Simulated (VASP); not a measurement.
# EuOs (Pm-3m) in VASP: settings compared, part 2 of 2

VASP 6.6.1. The steps go on from the part before.

## (4) Single point, PBEsol, collinear spin, ferromagnetic start

File INCAR:

```
ALGO = Normal
EDIFF = 1E-6
ENCUT = 520
GGA = PS
ISIF = 2
ISMEAR = 0
ISPIN = 2
LASPH = True
LCHARG = True
LELF = True
LMAXMIX = 6
LORBIT = 11
LREAL = False
LVHAR = True
LWAVE = False
MAGMOM = 7.01 0
NBANDS = 24
NELM = 150
PREC = Accurate
SIGMA = 0.05
```

File KPOINTS:

```
k-points
0
Gamma
  10 10 10
```

File POSCAR:

```
EuOs
1.0
    3.4560940622      0.0000000000      0.0000000000
    0.0000000000      3.4560940622      0.0000000000
    0.0000000000      0.0000000000      3.4560940622
Eu Os
1 1
Direct
    0.0000000000      0.0000000000      0.0000000000
    0.5000000000      0.5000000000      0.5000000000
```

Potentials or basis: VASP PAW PBE potentials, release 64 (Eu, Os).

Command:

```bash
$ cat potpaw_PBE.64/Eu/POTCAR potpaw_PBE.64/Os/POTCAR > POTCAR
$ mpirun -np 1 vasp_std > vasp.out
```

OUTCAR:

```text
EDIFF = 1E-6
   ENCUT = 520
   GGA = PS
   ISIF = 2
   ISMEAR = 0
   ISPIN = 2
   LASPH = True
   LORBIT = 11
   LREAL = False
   NELM = 150
   PREC = Accurate

 ion  position               nearest neighbor table
   1  0.000  0.000  0.000-   2 2.99   2 2.99   2 2.99   2 2.99   2 2.99   2 2.99   2 2.99   2 2.99

   2  0.500  0.500  0.500-   1 2.99   1 2.99   1 2.99   1 2.99   1 2.99   1 2.99   1 2.99   1 2.99

  LATTYP: Found a simple cubic cell.
 ALAT       =     3.4560940622

  Lattice vectors:

[... 1513 lines left out ...]

 VOLUME and BASIS-vectors are now :
 -----------------------------------------------------------------------------
  energy-cutoff  :      520.00
  volume of cell :       41.28
      direct lattice vectors                 reciprocal lattice vectors
     3.456094062  0.000000000  0.000000000     0.289343977  0.000000000  0.000000000
     0.000000000  3.456094062  0.000000000     0.000000000  0.289343977  0.000000000
     0.000000000  0.000000000  3.456094062     0.000000000  0.000000000  0.289343977

 POSITION                                       TOTAL-FORCE (eV/Angst)
 -----------------------------------------------------------------------------------
      0.00000      0.00000      0.00000         0.000000      0.000000      0.000000
      1.72805      1.72805      1.72805         0.000000      0.000000      0.000000
 -----------------------------------------------------------------------------------
    total drift:                               -0.000000      0.000000     -0.000000

  FREE ENERGIE OF THE ION-ELECTRON SYSTEM (eV)
  ---------------------------------------------------
  free  energy   TOTEN  =       -22.8733612494 eV

  energy  without entropy=      -22.8665327249  energy(sigma->0) =      -22.86994699

 total charge

# of ion       s       p       d       f       tot
--------------------------------------------------
    1        2.081   5.687   0.675   6.338  14.782
    2        0.660   0.258   6.066   0.000   6.984
--------------------------------------------------
tot          2.741   5.946   6.740   6.338  21.765

 magnetization (x)

# of ion       s       p       d       f       tot
--------------------------------------------------
    1        0.002  -0.088   0.124   6.218   6.255
    2       -0.026   0.016  -0.700   0.000  -0.710
--------------------------------------------------
tot         -0.024  -0.072  -0.576   6.218   5.545
```

OSZICAR:

```text
N       E                     dE             d eps       ncg     rms          rms(c)
DAV:   1     0.132415682068E+03    0.13242E+03   -0.91912E+03  7600   0.463E+03
DAV:   2    -0.202697757175E+01   -0.13444E+03   -0.11489E+03  7456   0.406E+02
[... 15 lines left out ...]
DAV:  18    -0.228735308214E+02   -0.49174E-03   -0.15861E-03  7616   0.845E-01    0.725E-01
DAV:  19    -0.228734001308E+02    0.13069E-03   -0.40846E-04  9184   0.346E-01    0.343E-01
DAV:  20    -0.228733617390E+02    0.38392E-04   -0.18802E-04  8136   0.375E-01    0.841E-02
DAV:  21    -0.228733661902E+02   -0.44512E-05   -0.49607E-05  8920   0.183E-01    0.127E-01
DAV:  22    -0.228733612800E+02    0.49102E-05   -0.11712E-05  7424   0.911E-02    0.331E-02
DAV:  23    -0.228733612494E+02    0.30574E-07   -0.14549E-06  5880   0.125E-02
   1 F= -.22873361E+02 E0= -.22869947E+02  d E =-.682852E-02  mag=     5.7956
```

stdout:

```text
POSCAR found type information on POSCAR EuOs
 POSCAR found :  2 types and       2 ions
 scaLAPACK will be used
 -----------------------------------------------------------------------------
|                                                                             |
|                                                                             |
|     You enforced a specific xc type in the INCAR file but a different       |
|     I HOPE YOU KNOW WHAT YOU ARE DOING!                                     |
|                                                                             |
 -----------------------------------------------------------------------------

 LDA part: xc-table for (Slater+PW92), standard interpolation
 POSCAR, INCAR and KPOINTS ok, starting setup
 FFT: planning ... GRIDC
 FFT: planning ... GRID_SOFT
 FFT: planning ... GRID
 WAVECAR not read
 entering main loop
```

Wall time 4.6 min (1 thread of Oxide Virtual Turin-like, shared host); peak memory 0.22 GiB.

What came out:

```yaml
Free_energy: -22.8734 eV
Pressure: -5.9 GPa
Net_moment: 5.80 μB per cell
Site_moments: Eu +6.25; Os -0.71 μB
Valence_electrons_inside_the_program's_atomic_spheres: Eu 14.78; Os 6.98
```

Caveat: the PAW data sets were made with another functional, which shifts forces and pressure a little; spin-orbit coupling is left out, which moves the levels of the heavy elements; without U or exact exchange the open f shell lies at the Fermi level, which spoils levels, moments and volumes.

## (5) Single point, LDA, collinear spin, ferromagnetic start

File INCAR:

```
SYSTEM = EuOs
PREC = Accurate
ENCUT = 520
EDIFF = 1E-7
ISMEAR = 0
SIGMA = 0.05
LREAL = .FALSE.
LASPH = .TRUE.
NELM = 150
ALGO = Normal
ISIF = 2
LWAVE = .FALSE.
LCHARG = .FALSE.
ISPIN = 2
MAGMOM = 7.01 0
LORBIT = 11
LMAXMIX = 6
GGA = CA
NBANDS = 24
```

File KPOINTS:

```
Automatic mesh
0
G
  10 10 10
  0 0 0
```

POSCAR is that of step 4.

Command:

```bash
$ cat potpaw_PBE.64/Eu/POTCAR potpaw_PBE.64/Os/POTCAR > POTCAR
$ mpirun -np 1 vasp_std > vasp.out
```

Run time: 4.8 min. Hardware: 1 thread of Oxide Virtual Turin-like, shared host; peak memory 0.2 GiB.

It converged, with:

```
Free energy                                           : -23.2026 eV
Pressure                                              : -9.0 GPa
Net moment                                            : 5.89 μB per cell
Site moments                                          : Eu +6.24; Os -0.58 μB
Valence electrons inside the program's atomic spheres : Eu 14.77; Os 7.02
```

Levels at points of the mesh, in eV from the Fermi level:
Spin up:
```
           k point  band 13  band 14  band 15  band 16  band 17  band 18
(0.00, 0.00, 0.00)    -0.48    -0.45    -0.35    -0.35    -0.35     3.77
(0.50, 0.00, 0.00)    -0.39    -0.05     0.36     0.36     0.85     1.05
(0.50, 0.50, 0.00)    -0.50    -0.39    -0.36     1.05     1.23     3.13
(0.50, 0.50, 0.50)    -0.51    -0.51    -0.42    -0.42    -0.42     1.12
```
Spin down:
```csv
k point,band 8,band 9,band 10,band 11,band 12,band 13
"(0.00, 0.00, 0.00)",-0.56,-0.56,-0.56,3.57,3.57,3.57
"(0.50, 0.00, 0.00)",-0.72,-0.72,-0.31,1.10,1.71,3.69
"(0.50, 0.50, 0.00)",-1.80,0.75,1.07,2.72,2.72,3.53
"(0.50, 0.50, 0.50)",-0.22,-0.22,-0.22,0.82,0.82,1.90
```

Caveat: the PAW data sets were made with another functional, which shifts forces and pressure a little; spin-orbit coupling is left out, which moves the levels of the heavy elements; without U or exact exchange the open f shell lies at the Fermi level, which spoils levels, moments and volumes. The state reached can hang on the start; a lower one may exist.

## (6) Single point, PBE, collinear spin, ferromagnetic start (volume scaled by 1.020)

File INCAR:

```
PREC = Accurate
ENCUT = 520
EDIFF = 1E-6
ISMEAR = 0
SIGMA = 0.05
LREAL = F
LASPH = T
NELM = 150
ALGO = Normal
ISIF = 2
LWAVE = F
LCHARG = F
ISPIN = 2
MAGMOM = 7.01 0
LORBIT = 11
LMAXMIX = 6
GGA = PE
NBANDS = 24
```

File KPOINTS:

```
regular mesh
0
Gamma
  10 10 10
```

File POSCAR:

```
EuOs
1.0
    3.4789827694      0.0000000000      0.0000000000
    0.0000000000      3.4789827694      0.0000000000
    0.0000000000      0.0000000000      3.4789827694
Eu Os
1 1
Direct
    0.0000000000      0.0000000000      0.0000000000
    0.5000000000      0.5000000000      0.5000000000
```

Potentials or basis: VASP PAW PBE potentials, release 64 (Eu, Os).

Command:

```bash
$ cat potpaw_PBE.64/Eu/POTCAR potpaw_PBE.64/Os/POTCAR > POTCAR
$ mpirun -np 1 vasp_std > vasp.out
```

Wall time 3.9 min (1 thread of Oxide Virtual Turin-like, shared host); peak memory 0.22 GiB.

It converged, with:

```
Free energy                                           : -21.6198 eV
Pressure                                              : -1.7 GPa
Net moment                                            : 5.75 μB per cell
Site moments                                          : Eu +6.27; Os -0.78 μB
Valence electrons inside the program's atomic spheres : Eu 14.80; Os 6.97
```

Levels at points of the mesh, in eV from the Fermi level:
Spin up:
```csv
k point,band 13,band 14,band 15,band 16,band 17,band 18
"(0.00, 0.00, 0.00)",-0.51,-0.44,-0.24,-0.24,-0.24,3.78
"(0.50, 0.00, 0.00)",-0.42,-0.06,0.37,0.37,0.87,1.10
"(0.50, 0.50, 0.00)",-0.52,-0.42,-0.38,1.18,1.33,2.98
"(0.50, 0.50, 0.50)",-0.50,-0.50,-0.44,-0.44,-0.44,1.25
```
Spin down:
```tsv
k point	band 6	band 7	band 8	band 9	band 10	band 11	band 12	band 13	band 14	band 15
(0.00, 0.00, 0.00)	-3.30	-3.30	-0.63	-0.63	-0.63	3.97	3.97	3.97	4.00	4.00
(0.50, 0.00, 0.00)	-2.42	-1.31	-0.80	-0.80	-0.39	1.03	1.93	3.76	3.76	4.14
(0.50, 0.50, 0.00)	-2.93	-1.81	-1.81	0.66	0.99	2.76	2.76	3.91	3.98	3.98
(0.50, 0.50, 0.50)	-1.16	-1.16	-0.15	-0.15	-0.15	0.73	0.73	1.99	4.07	4.07
```

Caveat: spin-orbit coupling is left out, which moves the levels of the heavy elements; without U or exact exchange the open f shell lies at the Fermi level, which spoils levels, moments and volumes.

## (7) Summary

| level | cell | gap on the mesh (eV) | pressure (GPa) | moment (μB) |
| --- | --- | --- | --- | --- |
| PBE | a = 3.456 Å, 2 atoms | none | 0.2 | 5.79 |
| PBEsol | a = 3.456 Å, 2 atoms | none | -5.9 | 5.80 |
| LDA | a = 3.456 Å, 2 atoms | none | -9.0 | 5.89 |
| PBE | a = 3.479 Å, 2 atoms | none | -1.7 | 5.75 |

Alike in all rows: task single point; potentials or basis VASP PAW PBE potentials, release 64 (Eu, Os); spin collinear, ferromagnetic start; k mesh 10 × 10 × 10; cutoff (eV) 520; smearing gaussian 0.05 eV.

Every run on the cell as given and a fine mesh finds a metal. The pressure there spans -9.0 GPa (LDA) to 0.2 GPa (PBE); a positive pressure means that this level wants a larger cell, a negative one a smaller.

Caveats: spin-orbit coupling is left out, which moves the levels of the heavy elements; without U or exact exchange the open f shell lies at the Fermi level, which spoils levels, moments and volumes; the PAW data sets were made with another functional, which shifts forces and pressure a little (some runs).

Total energies depend on the potentials used, so only differences within one code and one set of settings carry meaning.
